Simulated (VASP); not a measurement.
Write the native input for VASP 6.6.1 that does the following.

```yaml
Task: single point
Functional: LDA
Potentials_or_basis: VASP PAW LDA potentials, release 64 (Mg_sv, O)
Cutoff: 840 eV
k_mesh: 6 × 6 × 6
Occupations: gaussian, width 0.05 eV
Spin: no spin polarisation
Dipole_correction: no
Further_INCAR_settings: ALGO = Normal; EDIFF = 1e-06; NBANDS = 42
```

The structure of MgO lies in POSCAR:

```
MgO
1.0
    4.1607146133      0.0000000000      0.0000000000
    0.0000000000     -4.1607146133      0.0000000000
    0.0000000000      0.0000000000     -4.1607146133
Mg O
4 4
Direct
   -0.0530239000      1.0530239000      1.0999828247
    0.5000000000      0.5000000000      1.0000000000
    0.5000000000      1.0000000000      0.5000000000
    0.0000000000      0.5000000000      0.5000000000
    0.5000000000      0.0000000000      0.0000000000
    0.0000000000      0.5000000000      0.0000000000
    0.0000000000      0.0000000000      0.5000000000
    0.5000000000      0.5000000000      0.5000000000
```

This cell differs from its parent crystal: atom 1 (Mg) moved by -0.312 Å along [1 1 0] and -0.416 Å along [0 0 1].

The input as run:

INCAR

```
SYSTEM = MgO
PREC = Accurate ; ENCUT = 840
EDIFF = 1E-6 ; ISMEAR = 0
SIGMA = 0.05 ; LREAL = .False.
LASPH = .True. ; NELM = 120
ALGO = Normal ; ISIF = 2
LWAVE = .False. ; LCHARG = .True.
LELF = .True. ; LVHAR = .True.
NBANDS = 42 ; GGA_COMPAT = .False.
```

KPOINTS

```
regular mesh
0
Gamma
  6 6 6
  0 0 0
```

Potentials or basis: VASP PAW LDA potentials, release 64 (Mg_sv, O).

Run with:

```console
$ cat potpaw_LDA.64/Mg_sv/POTCAR potpaw_LDA.64/O/POTCAR > POTCAR
$ mpirun -np 1 vasp_std > vasp.out
```

Results of the run:

```json
{"Pressure": "9.5 GPa", "Largest force": "7.450 eV/Å", "Band gap on the k mesh": "4.93 eV"}
```

Caveat: the cell differs from its parent crystal (atom 1 (Mg) moved by -0.312 Å along [1 1 0] and -0.416 Å along [0 0 1]); the stress differs along the axes, from 5 to 18 GPa; forces of over 1 eV/Å act on the atoms, so gaps and moduli don't describe the material at rest.

Wall time 3.7 min on 1 thread of Intel(R) Xeon(R) Platinum 8488C (Sapphire Rapids) (shared host), peak memory 0.4 GiB.
